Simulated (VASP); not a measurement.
Write the native input for VASP 6.6.1 that does the following.

```
Task                   : single point
Functional             : PBE
Potentials or basis    : VASP PAW PBE potentials, release 64 (Si, C)
Cutoff                 : 520 eV
k mesh                 : 6 × 6 × 4
Occupations            : gaussian, width 0.1 eV
Spin                   : no spin polarisation
Dipole correction      : no
Further INCAR settings : ALGO = Normal; EDIFF = 1e-06; NBANDS = 13
```

The structure of Si2C lies in POSCAR:

```
Si2C
1.0
    3.1481646600      0.0000000000      0.0000000000
    0.0000000000      3.1481646600      0.0000000000
    0.0000000000      0.0000000000      5.1170388000
Si C
2 1
Direct
    0.5000000000      0.0000000000      0.5000000000
    0.0000000000      0.5000000000      0.5000000000
    0.0000000000      0.0000000000      0.0000000000
```

The cell was built from a structure type or drawn by symmetry, and may not be a known phase.

The input as run:

INCAR

```
PREC = Accurate
ENCUT = 520
EDIFF = 1E-6
ISMEAR = 0
SIGMA = 0.1
LREAL = F
LASPH = T
NELM = 80
ALGO = Normal
ISIF = 2
LWAVE = F
LCHARG = F
GGA = PE
NBANDS = 13
```

KPOINTS

```
regular mesh
0
Gamma
  6 6 4
```

Potentials or basis: VASP PAW PBE potentials, release 64 (Si, C).

Run with:

```console
$ cat potpaw_PBE.64/Si/POTCAR potpaw_PBE.64/C/POTCAR > POTCAR
$ mpirun -np 1 vasp_std > vasp.out
```

It gave:

- Pressure: 8.8 GPa
- Band gap on the k mesh: zero (bands 6 and 7 overlap by 3.46 eV)

Caveat: the cell stands under pressure.

Wall time 5.6 s on 1 thread of Intel(R) Xeon(R) 6975P-C (Granite Rapids), on a shared host, peak memory 0.15 GiB.
